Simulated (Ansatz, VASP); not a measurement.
One calculation of Ga, two programs

The input INCAR:

```
ALGO = Normal ; EDIFF = 1E-8
ENCUT = 520 ; GGA = PE
ISIF = 2 ; ISMEAR = -1
LASPH = T ; LCHARG = F
LEFG = T ; LREAL = F
LWAVE = F ; NBANDS = 20
NELM = 60 ; PREC = Accurate
SIGMA = 0.03
```

The input KPOINTS:

```
k-points
0
Gamma
  14 14 11
```

The input POSCAR:

```
Ga
1.0
    1.3595547928     -3.9582410506      0.0000000000
    1.3595547928      3.9582410506      0.0000000000
   -0.1154589374      0.0000000000      3.2734796031
Ga
2
Direct
    0.8690000000      0.1310000000      0.2500000000
    0.1310000000      0.8690000000      0.7500000000
```

Input for Ansatz:

```yaml
crystal:
  lattice:
    - [1.3595547928, -3.9582410506, 0.0]
    - [1.3595547928, 3.9582410506, 0.0]
    - [-0.1154589374, 0.0, 3.2734796031]
  atoms:
    - { symbol: Ga, position: [0.869, 0.131, 0.25] }
    - { symbol: Ga, position: [0.131, 0.869, 0.75] }
kpoints:
  mp_grid: { grid: [14, 14, 11] }
scf:
  occupations: { method: fermi_dirac, width: 0.03 }
hamiltonian:
  xc: pbe
  pseudopotentials: { kind: paw }
output:
  forces: true
  stress: true
  eigenvalues: true
  efg: { contact_densities: true }
```

Change from the starting cell: volume scaled by 0.95, PAW files.

Alike in both runs: task electric field gradients; functional PBE; k mesh 14 × 14 × 11; occupations fermi-dirac, width 0.03 eV; no spin polarisation.

|  | VASP | Ansatz |
| --- | --- | --- |
| version | VASP 6.6.1 | Ansatz 0.2.0 |
| potentials or method | VASP PAW PBE potentials, release 64 (Ga_d) | PAW with Ansatz's default frozen-core files, scalar-relativistic |
| plane-wave cutoff (eV) | 520 | 420 |
| valence electrons in the cell | 26 | 26 |

Ansatz gave:

```
pressure (GPa)                                                : 5.2
traceless stress, the component that is largest in VASP (GPa) : -0.32
rms of the force components (eV/Å)                            : 0.122
size of Vzz on the site where it differs most (V/Å²)          : 28.4
```

Question: Which values does VASP return?

Answer: Pressure (GPa): 5.3; traceless stress, the component that is largest in VASP (GPa): -0.35; rms of the force components (eV/Å): 0.122; size of Vzz on the site where it differs most (V/Å²): 26.6.

Atom by atom the forces differ by 0.000 eV/Å (rms over components).
